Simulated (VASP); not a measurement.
Wanted: the native input for a VASP 6.6.1 run.

- Task: single point
- Functional: PBEsol
- Potentials or basis: VASP PAW PBE potentials, release 64 (Au)
- Cutoff: 520 eV
- k mesh: 16 × 16 × 16
- Occupations: fermi-dirac, width 0.05 eV
- Spin: no spin polarisation
- Dipole correction: no
- Further INCAR settings: ALGO = Normal; EDIFF = 1e-07; NBANDS = 12

The structure of Au lies in POSCAR:

```
Au
1.0
    0.0000000000      2.0416358840      2.0416358840
    2.0416358840      0.0000000000      2.0416358840
    2.0416358840      2.0416358840      0.0000000000
Au
1
Direct
    0.0000000000      0.0000000000      0.0000000000
```

One way to write it, as run:

INCAR

```
SYSTEM = Au
PREC = Accurate
ENCUT = 520
EDIFF = 1E-7
ISMEAR = -1
SIGMA = 0.05
LREAL = .False.
LASPH = .True.
NELM = 60
ALGO = Normal
ISIF = 2
LWAVE = .False.
LCHARG = .False.
GGA = PS
NBANDS = 12
```

KPOINTS

```
Automatic mesh
0
Gamma
  16 16 16
  0 0 0
```

Potentials or basis: VASP PAW PBE potentials, release 64 (Au).

Launch:

```console
$ cat potpaw_PBE.64/Au/POTCAR > POTCAR
$ mpirun -np 1 vasp_std > vasp.out
```

Results of the run:

The pressure is -0.3 GPa.

Caveat: the PAW data sets were made with another functional, which shifts forces and pressure a little.

Run time: 7.7 s on 1 thread of Intel(R) Xeon(R) 6975P-C (Granite Rapids) (shared host), peak memory 0.16 GiB.
